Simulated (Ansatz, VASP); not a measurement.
## Two plane-wave programs on Ba

```
Ba
1.0
     4.47059    0.00000    0.00000
    -2.23530    3.87165    0.00000
     0.00000    0.00000    7.33619
Ba
2
Direct
  0.33333 0.66667 0.25000
  0.66667 0.33333 0.75000
```

Alike in both runs: task single point; functional RPBE; k mesh 9 × 9 × 5; occupations fermi-dirac, width 0.1 eV; no spin polarisation.

|  | VASP | Ansatz |
| --- | --- | --- |
| version | VASP 6.6.1 | Ansatz 0.2.0 |
| potentials or method | VASP PAW PBE potentials, release 64 (Ba_sv), cutoff 520 eV | plane waves (420 eV) with PAW, scalar-relativistic |
| valence electrons in the cell | 20 | 20 |

|  | VASP | Ansatz | Ansatz less VASP |
| --- | --- | --- | --- |
| pressure (GPa) | 0.8 | 0.7 | -0.05 |

VASP's potentials were made for PBE, not for RPBE. With one functional, cell and mesh, what is left measures potentials, basis and numerics.

Neither program's run includes spin-orbit coupling.
